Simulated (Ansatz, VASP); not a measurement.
**One calculation of Zr3O, two programs**

File INCAR:

```
SYSTEM = Zr3O
PREC     = Accurate       ! precision mode
ENCUT    = 520            ! plane-wave cutoff, eV
EDIFF    = 1E-7           ! SCF threshold, eV
ISMEAR   = 0              ! smearing method
SIGMA    = 0.15           ! smearing width, eV
LREAL    = .FALSE.        ! projectors in reciprocal space
LASPH    = .TRUE.         ! aspherical terms in the spheres
NELM     = 100            ! most SCF steps
ALGO     = Normal         ! electronic algorithm
ISIF     = 2              ! what is computed and relaxed
LWAVE    = .FALSE.        ! write WAVECAR
LCHARG   = .FALSE.        ! write CHGCAR
GGA      = PS             ! functional
NBANDS   = 52             ! bands
```

Contents of KPOINTS:

```
Automatic mesh
0
G
  9 9 8
  0 0 0
```

The input POSCAR:

```
Zr3O
1.0
    5.7109074789      0.0000000000      0.0000000000
   -2.8554537395      4.9457909554      0.0000000000
    0.0000000000      0.0000000000      4.9296553358
Zr O
6 2
Direct
    0.3126109405      0.0000000000      0.0000000000
    0.3126109405      0.3126109405      0.5000000000
    0.0000000000      0.3126109405      0.0000000000
    0.6873890595      0.0000000000      0.5000000000
    0.6873890595      0.6873890595      0.0000000000
    0.0000000000      0.6873890595      0.5000000000
    0.3333333333      0.6666666667      0.2500000000
    0.6666666667      0.3333333333      0.7500000000
```

Input for Ansatz:

```yaml
crystal:
  lattice:
    - [5.7109074789, 0.0, 0.0]
    - [-2.8554537395, 4.9457909554, 0.0]
    - [0.0, 0.0, 4.9296553358]
  atoms:
    - { symbol: Zr, position: [0.3126109405, 0.0, 0.0] }
    - { symbol: Zr, position: [0.3126109405, 0.3126109405, 0.5] }
    - { symbol: Zr, position: [0.0, 0.3126109405, 0.0] }
    - { symbol: Zr, position: [0.6873890595, 0.0, 0.5] }
    - { symbol: Zr, position: [0.6873890595, 0.6873890595, 0.0] }
    - { symbol: Zr, position: [0.0, 0.6873890595, 0.5] }
    - { symbol: O, position: [0.3333333333, 0.6666666667, 0.25] }
    - { symbol: O, position: [0.6666666667, 0.3333333333, 0.75] }
basis:
  ecutwfc: 520.0
kpoints:
  mp_grid: { grid: [9, 9, 8] }
hamiltonian:
  xc: pbesol
  pseudopotentials: { kind: paw, azcp: { folder: soft_1 } }
scf:
  occupations: { method: gaussian, width: 0.15 }
output:
  forces: true
  stress: true
  eigenvalues: true
```

Alike in both runs: task single point; functional PBEsol; k mesh 9 × 9 × 8; occupations gaussian, width 0.15 eV; no spin polarisation.

```csv
,VASP,Ansatz
version,VASP 6.6.1,Ansatz 0.2.0
potentials or method,"VASP PAW PBE potentials, release 64 (Zr_sv, O), cutoff 520 eV","scalar-relativistic, plane waves, PAW"
valence electrons in the cell,84,84
```

Ansatz gave:

* gap on the k mesh at the Fermi level (eV): none
* pressure (GPa): -1.0
* traceless stress, the component that is largest in VASP (GPa): 8.00
* rms of the force components (eV/Å): 1.208

**Question.** Which values does VASP return?

**Answer.** gap on the k mesh at the Fermi level (eV): none; pressure (GPa): -0.9; traceless stress, the component that is largest in VASP (GPa): 8.00; rms of the force components (eV/Å): 1.204.

VASP's potentials were made for PBE, not for PBEsol, and Ansatz warns of the same on its side. Atom by atom the forces differ by 0.004 eV/Å (rms over components). A gap of «none» marks a metal or a gap that the smearing closes.
